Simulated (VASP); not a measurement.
InAs, 2 atoms in the cell. The structure is tetragonal, space group I-4m2 (No. 119). Conventional cell: a = 4.277 Å, b = 4.277 Å, c = 6.260 Å, α = 90.00°, β = 90.00°, γ = 90.00°. Within 3.5 Å of In (site symmetry -4m2) lie 4 As at 2.65 Å. As (site symmetry -4m2) has 4 In at 2.65 Å within 3.5 Å.  This cell differs from its parent crystal: strain +0.0350 x Voigt [0, 0, 1, 0, 0, 0].

```yaml
Program: VASP 6.6.1
Task: single point
Functional: PBE
Potentials_or_basis: VASP PAW PBE potentials, release 64 (In_d, As)
Cutoff: 520 eV
k_mesh: 14 × 14 × 14
Occupations: gaussian, width 0.15 eV
Spin: no spin polarisation
Dipole_correction: no
Further_INCAR_settings: ALGO = Normal; EDIFF = 1e-07; NBANDS = 16
```

Potentials or basis: VASP PAW PBE potentials, release 64 (In_d, As).

Command:

```sh
$ cat potpaw_PBE.64/In_d/POTCAR potpaw_PBE.64/As/POTCAR > POTCAR
$ mpirun -np 1 vasp_std > vasp.out
```

Hardware: 1 thread of AMD EPYC 9R45 96-Core Processor (Zen 5) (shared host).

Q: How long does it take, and how much memory?

A: It took 93 s on 1 thread of AMD EPYC 9R45 96-Core Processor (Zen 5), with other jobs on the host, peak memory 0.32 GiB. Counts: scf iterations 14, k points 244.
